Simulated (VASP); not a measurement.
Input of a VASP 6.6.1 run:

The input INCAR:

```
  ALGO = Normal
  EDIFF = 1E-6
  ENCUT = 600
  GGA = PE
  GGA_COMPAT = F
  ISIF = 2
  ISMEAR = 1
  LASPH = T
  LCHARG = T
  LELF = T
  LREAL = F
  LVHAR = T
  LWAVE = F
  NBANDS = 27
  NELM = 120
  PREC = Accurate
  SIGMA = 0.1
```

Contents of KPOINTS:

```
k-points
0
Gamma
  10 10 4
```

The input POSCAR:

```
Ta3N
1.0
    3.0322240000      0.0000000000      0.0000000000
   -1.5161120000      2.6259830140      0.0000000000
    0.0000000000      0.0000000000      7.5241370000
Ta N
3 1
Direct
    0.0000000000      0.0000000000      0.5000000000
    0.3333333333      0.6666666667      0.1739300000
    0.6666666667      0.3333333333      0.8260700000
    0.0000000000      0.0000000000      0.0000000000
```

Potentials or basis: VASP PAW PBE potentials, release 64 (Ta_pv, N).

Command:

```console
$ cat potpaw_PBE.64/Ta_pv/POTCAR potpaw_PBE.64/N/POTCAR > POTCAR
$ mpirun -np 1 vasp_std > vasp.out
```

Q: What does it give for the largest force?

A: 0.088 eV/Å.

Q: Estimate the pressure.

A: -0.5 GPa.

Q: Estimate the band gap on the k mesh.

A: Zero (bands 19 and 20 overlap by 0.65 eV).

Stress tensor (GPa, compression positive):
```
-0.76  0.00  0.00
 0.00 -0.76  0.00
 0.00  0.00  0.12
```

Caveat: spin-orbit coupling is left out, which moves the levels of the heavy elements.
